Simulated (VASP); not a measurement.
# AlGa2N3 (P-3m1) in VASP: further runs, part 2 of 2

VASP 6.6.1.

### Step 5. Single point, PBE, collinear spin, ferromagnetic start

The input, INCAR:

```
SYSTEM = AlGa2N3
ALGO = Normal
EDIFF = 1E-6
ENCUT = 520
GGA = PE
ISIF = 2
ISMEAR = 0
ISPIN = 2
LASPH = .TRUE.
LCHARG = .FALSE.
LORBIT = 11
LREAL = .FALSE.
LWAVE = .FALSE.
MAGMOM = 0 0 0 1 1 1
NBANDS = 35
NELM = 150
PREC = Accurate
SIGMA = 0.1
```

The input, KPOINTS:

```
k-points
0
G
  6 6 2
  0 0 0
```

The input, POSCAR:

```
AlGa2N3
1.0
    3.4026705300      0.0000000000      0.0000000000
   -1.7013352700      2.9467991200      0.0000000000
    0.0000000000      0.0000000000      8.3348065700
Al Ga N
1 2 3
Direct
    0.0000000000      0.0000000000      0.5000000000
    0.3333333300      0.6666666700      0.1666666700
    0.6666666700      0.3333333300      0.8333333300
    0.3333333300      0.6666666700      0.6666666700
    0.6666666700      0.3333333300      0.3333333300
    0.0000000000      0.0000000000      0.0000000000
```

Launch:

```console
cat potpaw_PBE.64/Al/POTCAR potpaw_PBE.64/Ga_d/POTCAR potpaw_PBE.64/N/POTCAR > POTCAR
mpirun -np 1 vasp_std > vasp.out
```

Wall time 2.8 min (1 thread of Intel Xeon 8259CL, shared host); peak memory 0.28 GiB.

It converged, with:

- Free energy: -32.3018 eV
- Pressure: -34.7 GPa
- Largest force: 0.654 eV/Å
- Band gap on the k mesh: zero (filled and empty bands overlap)
- Net moment: 0.00 μB per cell
- Valence electrons inside the program's atomic spheres: Al 0.55; Ga 11.23; N 3.50, 3.48 (each value once)

Forces in eV/Å, atoms in the order of the input:
```
Al   0.000  0.000  0.000
Ga   0.000  0.000  0.064
Ga   0.000  0.000 -0.064
N    0.000  0.000 -0.654
N    0.000  0.000  0.654
N    0.000  0.000  0.000
```

Levels at points of the mesh, in eV from the Fermi level:
Spin up:
```
           k point  band 18  band 19  band 20  band 21  band 22  band 23  band 24  band 25  band 26  band 27
(0.00, 0.00, 0.00)    -0.35    -0.19    -0.19    -0.19    -0.13    -0.13     2.82     2.98     6.02     6.51
(0.50, 0.00, 0.00)    -1.82    -1.60    -1.41    -0.82    -0.76    -0.63     3.12     3.72     5.08     5.21
(0.00, 0.00, 0.50)    -0.35    -0.17    -0.17    -0.16    -0.16     1.45     1.68     3.28     5.58     7.18
(0.50, 0.00, 0.50)    -2.68    -1.54    -1.45    -0.24    -0.24     0.71     1.41     3.28     5.64     6.70
```
Spin down:
```
           k point  band 19  band 20  band 21  band 22  band 23  band 24  band 25  band 26
(0.00, 0.00, 0.00)    -0.19    -0.19    -0.19    -0.13    -0.13     2.82     2.98     6.02
(0.50, 0.00, 0.00)    -1.60    -1.41    -0.82    -0.76    -0.63     3.12     3.72     5.08
(0.00, 0.00, 0.50)    -0.17    -0.17    -0.16    -0.16     1.45     1.68     3.28     5.58
(0.50, 0.00, 0.50)    -1.54    -1.45    -0.24    -0.24     0.71     1.42     3.28     5.64
```

Caveat: the k points lie up to 0.38 Å⁻¹ apart, too coarse for converged energies and pressures of a metal; semilocal functionals underestimate gaps, and a narrow one can read as zero.

### Step 6. Relaxation of cell and atoms, PBE

This run uses another cell than the first one, of 9.29 Å³/atom.

The input, INCAR:

```
SYSTEM = AlGa2N3
PREC = Accurate
ENCUT = 600
EDIFF = 1E-7
ISMEAR = 0
SIGMA = 0.02
LREAL = .False.
LASPH = .True.
NELM = 100
ALGO = Normal
ISIF = 3
LWAVE = .False.
LCHARG = .False.
GGA = PE
IBRION = 2
NSW = 100
EDIFFG = -0.01
```

The input, KPOINTS:

```
regular mesh
0
Gamma
  12 12 4
  0 0 0
```

The input, POSCAR:

```
AlGa2N3
1.0
    2.9717150380      0.0000000000      0.0000000000
   -1.4858575190      2.5735807157      0.0000000000
    0.0000000000      0.0000000000      7.2846908997
Al Ga N
1 2 3
Direct
    0.0000000000      0.0000000000      0.5000000000
    0.3333333333      0.6666666667      0.1699740162
    0.6666666667      0.3333333333      0.8300259838
    0.3333333333      0.6666666667      0.6574510475
    0.6666666667      0.3333333333      0.3425489525
    0.0000000000      0.0000000000      0.0000000000
```

Potentials or basis: VASP PAW PBE potentials, release 64 (Al, Ga_d, N).

Launch:

```console
cat potpaw_PBE.64/Al/POTCAR potpaw_PBE.64/Ga_d/POTCAR potpaw_PBE.64/N/POTCAR > POTCAR
mpirun -np 1 vasp_std > vasp.out
```

OUTCAR:

```text
SYSTEM = AlGa2N3
   PREC = Accurate
   ENCUT = 600
   EDIFF = 1E-7
   ISMEAR = 0
   LREAL = .False.
   LASPH = .True.
   NELM = 100
   ISIF = 3
   GGA = PE
   IBRION = 2
   NSW = 100
   EDIFFG = -0.01

 ion  position               nearest neighbor table
   1  0.000  0.000  0.500-   4 2.06   5 2.06   4 2.06   5 2.06   5 2.06   4 2.06   2 2.95   3 2.95
                             2 2.95   3 2.95   2 2.95   3 2.95
   2  0.333  0.667  0.170-   6 2.12   6 2.12   6 2.12   5 2.13   5 2.13   5 2.13   1 2.95   1 2.95
                             1 2.95
   3  0.667  0.333  0.830-   6 2.12   6 2.12   6 2.12   4 2.13   4 2.13   4 2.13   1 2.95   1 2.95
                             1 2.95
   4  0.333  0.667  0.657-   1 2.06   1 2.06   1 2.06   3 2.13   3 2.13   3 2.13
   5  0.667  0.333  0.343-   1 2.06   1 2.06   1 2.06   2 2.13   2 2.13   2 2.13
   6  0.000  0.000  0.000-   2 2.12   3 2.12   2 2.12   3 2.12   3 2.12   2 2.12

  LATTYP: Found a hexagonal cell.
 ALAT       =     2.9717150380
 C/A-ratio  =     2.4513423416

  Lattice vectors:

 A1 = (   2.9717150380,   0.0000000000,   0.0000000000)
 A2 = (  -1.4858575190,   2.5735807157,   0.0000000000)
 A3 = (   0.0000000000,   0.0000000000,   7.2846908997)

Analysis of symmetry for initial positions (statically):
=====================================================================
 Subroutine PRICEL returns:
 Original cell was already a primitive cell.

 Routine SETGRP: Setting up the symmetry group for a
 hexagonal supercell.

 Subroutine GETGRP returns: Found 12 space group operations
 (whereof 12 operations were pure point group operations)
 out of a pool of 24 trial point group operations.

The static configuration has the point symmetry D_3d.

Analysis of symmetry for dynamics (positions and initial velocities):
=====================================================================
 Subroutine PRICEL returns:
 Original cell was already a primitive cell.

[... 141 lines left out ...]
   LHFCALC =     F    Hartree Fock is set to
   AEXX    =    0.0000 exact exchange contribution
   IVDW    =     0    specifies the selected vdW correction
   LEPSILON=     F    determine dielectric tensor
   LRPA    =     F    only Hartree local field effects (RPA)
 conjugate gradient relaxation of ions
 non-spin polarized calculation
 Gauss-broadening in eV      SIGMA  =   0.02
  energy-cutoff  :      600.00
  volume of cell :       55.71
 maximum number of plane-waves:      1884
   NGX = 11   NGY = 11   NGZ = 29

--------------------------------------- Ionic step        1  -------------------------------------------

 number of electron      44.0000023 magnetization

 Free energy of the ion-electron system (eV)
  ---------------------------------------------------
  ext. energy  EPLUGINS =         0.00000000
  ---------------------------------------------------
  free energy    TOTEN  =       -36.83295641 eV

  energy without entropy =      -36.83295641  energy(sigma->0) =      -36.83295641

------------------------ aborting loop because EDIFF is reached ----------------------------------------

  FORCE on cell =-STRESS in cart. coord.  units (eV):
  Direction    XX          YY          ZZ          XY          YZ          ZX
  --------------------------------------------------------------------------------------
  -------------------------------------------------------------------------------------
  Total        0.1244341      0.1244341      0.1581365     -0.0000000      0.0000000      0.0000000
  in kB        3.5784413      3.5784413      4.5476451     -0.0000000      0.0000000      0.0000000
  external PRESSURE =       3.9015092 kB  Pullay stress =       0.0000000 kB
[... 107 lines left out ...]
--------------------------------------- Ionic step        4  -------------------------------------------

 number of electron      44.0000024 magnetization

 Free energy of the ion-electron system (eV)
  ---------------------------------------------------
  ext. energy  EPLUGINS =         0.00000000
  ---------------------------------------------------
  free energy    TOTEN  =       -36.83317652 eV

  energy without entropy =      -36.83317652  energy(sigma->0) =      -36.83317652

 E-fermi :   8.3029     XC(G=0): -12.6913

 val. band max:        8.1450822425   @ k =   0.1667   0.1667   0.0000
 cond. band min:       9.6078919986   @ k =   0.5000   0.0000   0.0000
 fundamental gap:      1.4628097561
 Fermi energy:         8.3028900523

 k-point     1 :       0.0000    0.0000    0.0000
  band No.  band energies     occupation
      1      -8.9228      2.00000
      2      -7.0339      2.00000
      3      -6.9674      2.00000
      4      -5.8608      2.00000
      5      -5.8608      2.00000
      6      -5.8229      2.00000
[... 685 lines left out ...]
     25      14.8185      0.00000
     26      15.9699      0.00000

 [... further k-points ...]

------------------------ aborting loop because EDIFF is reached ----------------------------------------

  FORCE on cell =-STRESS in cart. coord.  units (eV):
  Direction    XX          YY          ZZ          XY          YZ          ZX
  --------------------------------------------------------------------------------------
  -------------------------------------------------------------------------------------
  Total        0.0005251      0.0005251     -0.0015092      0.0000000      0.0000000      0.0000000
  in kB        0.0150730      0.0150730     -0.0433234      0.0000000      0.0000000      0.0000000
  external PRESSURE =      -0.0043924 kB  Pullay stress =       0.0000000 kB
[... 21 lines left out ...]
  FREE ENERGIE OF THE ION-ELECTRON SYSTEM (eV)
  ---------------------------------------------------
  free  energy   TOTEN  =       -36.8331765204 eV

  energy  without entropy=      -36.8331765204  energy(sigma->0) =      -36.83317652

 reached required accuracy - stopping structural energy minimisation
```

OSZICAR:

```text
N       E                     dE             d eps       ncg     rms          rms(c)
DAV:   1     0.390420032590E+03    0.39042E+03   -0.23569E+04  3738   0.319E+03
DAV:   2     0.148718293231E+02   -0.37555E+03   -0.36620E+03  4036   0.603E+02
DAV:   3    -0.393368279098E+02   -0.54209E+02   -0.51984E+02  4210   0.178E+02
[... 34 lines left out ...]
DAV:   2    -0.368331820880E+02   -0.10121E-04   -0.35955E-04  5558   0.231E-01    0.167E-02
DAV:   3    -0.368331773348E+02    0.47532E-05   -0.20112E-05  6420   0.674E-02    0.721E-03
DAV:   4    -0.368331766671E+02    0.66769E-06   -0.63301E-06  5514   0.249E-02    0.320E-03
DAV:   5    -0.368331765463E+02    0.12079E-06   -0.69583E-07  5306   0.715E-03    0.153E-03
DAV:   6    -0.368331765204E+02    0.25895E-07   -0.83048E-08  2150   0.286E-03
   4 F= -.36833177E+02 E0= -.36833177E+02  d E =-.275919E-04
```

CONTCAR:

```text
AlGa2N3
   1.00000000000000
     2.9732236928812306    0.0000000000000000    0.0000000000000000
    -1.4866118464406153    2.5748872491526642   -0.0000000000000000
     0.0000000000000000    0.0000000000000000    7.2902961075213408
  Al              Ga              N
     1     2     3
Direct
     0.0000000000000000    0.0000000000000000    0.5000000000000000
     0.3333333332999970    0.6666666667000030    0.1700884528522529
     0.6666666667000030    0.3333333332999970    0.8299115471477471
     0.3333333332999970    0.6666666667000030    0.6571627033447494
     0.6666666667000030    0.3333333332999970    0.3428372966552507
     0.0000000000000000    0.0000000000000000    0.0000000000000000

  0.00000000E+00  0.00000000E+00  0.00000000E+00
  0.00000000E+00  0.00000000E+00  0.00000000E+00
  0.00000000E+00  0.00000000E+00  0.00000000E+00
  0.00000000E+00  0.00000000E+00  0.00000000E+00
  0.00000000E+00  0.00000000E+00  0.00000000E+00
  0.00000000E+00  0.00000000E+00  0.00000000E+00
```

It took 6.9 min on 1 thread of Intel Xeon 8259CL, shared host; peak memory 0.27 GiB.

What came out:

```yaml
Free_energy: -36.8332 eV
Relaxed_volume: 9.30 Å³/atom
Relaxed_cell: a = 2.973 Å, b = 2.973 Å, c = 7.290 Å, α = 90.00°, β = 90.00°, γ = 120.00°
Space_group_after_relaxing_to_0.1_Å: P-3m1 (No. 164)
Energy_gained_by_relaxing: 0.0 meV/atom
Ionic_steps: 4
Pressure_after_relaxing: 0.0 GPa
Band_gap_on_the_k_mesh: 1.46 eV (least direct gap 2.41 eV)
```

Forces on the atoms (eV/Å):
```
Al   0.000  0.000  0.000
Ga   0.000  0.000  0.003
Ga   0.000  0.000 -0.003
N    0.000  0.000 -0.002
N    0.000  0.000  0.002
N    0.000  0.000  0.000
```

The path:
```csv
step,energy change (eV),largest force (eV/Å),pressure (GPa),volume (Å³)
1,0.0000,0.0399,0.39,55.71
2,-0.0001,0.0112,-0.33,55.90
3,-0.0002,0.0168,-0.07,55.83
4,-0.0002,0.0025,0.00,55.81
```

Final structure:
```cif
data_structure
_symmetry_space_group_name_H-M 'P 1'
_symmetry_Int_Tables_number 1
_cell_length_a 2.9732
_cell_length_b 2.9732
_cell_length_c 7.2903
_cell_angle_alpha 90.000
_cell_angle_beta 90.000
_cell_angle_gamma 120.000
_cell_volume 55.81
loop_
_atom_site_label
_atom_site_type_symbol
_atom_site_fract_x
_atom_site_fract_y
_atom_site_fract_z
_atom_site_occupancy
Al1 Al 0.00000 0.00000 0.50000 1
Ga1 Ga 0.33333 0.66667 0.17009 1
Ga2 Ga 0.66667 0.33333 0.82991 1
N1 N 0.33333 0.66667 0.65716 1
N2 N 0.66667 0.33333 0.34284 1
N3 N 0.00000 0.00000 0.00000 1
```

A k mesh can miss the band edges.

### Step 7. Overview

| task | spin | cell | k mesh | cutoff (eV) | smearing | gap on the mesh (eV) | pressure (GPa) | relaxed volume (Å³/atom) | largest force (eV/Å) |
| --- | --- | --- | --- | --- | --- | --- | --- | --- | --- |
| relaxation of cell and atoms | off | relaxed from a = 3.403, b = 3.403, c = 8.335 Å, angles 90.0, 90.0, 120.0°, 6 atoms, atomic positions A | 6 × 6 × 2 | 600 | gaussian 0.1 eV | 1.45 | 0.0 | 9.31 | - |
| relaxation of cell and atoms | off | relaxed from a = 2.972, b = 2.972, c = 7.285 Å, angles 90.0, 90.0, 120.0°, 6 atoms, atomic positions B | 6 × 6 × 4 | 600 | gaussian 0.1 eV | 1.45 | -0.3 | 9.31 | 0.02 |
| single point | off | a = 2.972, b = 2.972, c = 7.286 Å, angles 90.0, 90.0, 120.0°, 6 atoms, atomic positions B | 12 × 12 × 4 | 520 | gaussian 0.02 eV | 1.48 | 0.5 | - | 0.04 |
| single point | collinear, ferromagnetic start | a = 3.403, b = 3.403, c = 8.335 Å, angles 90.0, 90.0, 120.0°, 6 atoms, atomic positions A | 6 × 6 × 2 | 520 | gaussian 0.1 eV | none | -34.7 | - | 0.65 |
| relaxation of cell and atoms | off | relaxed from a = 2.972, b = 2.972, c = 7.285 Å, angles 90.0, 90.0, 120.0°, 6 atoms, atomic positions B | 12 × 12 × 4 | 600 | gaussian 0.02 eV | 1.46 | 0.0 | 9.30 | - |

Alike in all rows: level PBE; potentials or basis VASP PAW PBE potentials, release 64 (Al, Ga_d, N).

Caveats: some runs use coarse meshes; the volume moved by over 15 % at a fixed basis, so the end points are rough (at least some runs); semilocal functionals underestimate gaps, and a narrow one can read as zero (at least some runs).

Absolute energies hang on the potentials; compare differences alone.

The gap in the log of VASP goes by the Fermi energy; the results here count the filled bands.